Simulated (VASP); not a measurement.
A run of VASP 6.6.1 is set up as follows.

INCAR

```
PREC = Accurate
ENCUT = 520
EDIFF = 1E-6
ISMEAR = -1
SIGMA = 0.05
LREAL = False
LASPH = True
NELM = 150
ALGO = Normal
ISIF = 2
LWAVE = False
LCHARG = False
ISPIN = 2
MAGMOM = 4 0 0
LORBIT = 11
LMAXMIX = 4
NBANDS = 24
```

KPOINTS

```
regular mesh
0
Gamma
  11 11 6
```

File POSCAR:

```
MnO2
1.0
    2.8941690462      0.0000000000      0.0000000000
   -1.4470845231      2.5064239170      0.0000000000
    0.0000000000      0.0000000000      4.6619253983
Mn O
1 2
Direct
    0.0000000000      0.0000000000      0.5000000000
    0.3333333333      0.6666666667      0.7062925700
    0.6666666667      0.3333333333      0.2937074300
```

Potentials or basis: VASP PAW LDA potentials, release 64 (Mn_pv, O).

Command:

```console
$ cat potpaw_LDA.64/Mn_pv/POTCAR potpaw_LDA.64/O/POTCAR > POTCAR
$ mpirun -np 1 vasp_std > vasp.out
```

(1) What does it give for the band gap on the k mesh?

(2) Predict the net moment.

(3) Predict the pressure.

## Answers

(1) 0.45 eV (least direct gap 0.50 eV).

(2) 3.00 μB per cell.

(3) -14.6 GPa.

Caveat: the cell stands under tension; an odd mesh through Γ misses points on the zone boundary, where band edges can lie; a cell with one magnetic atom can't hold antiferromagnetic order, which such compounds often take.
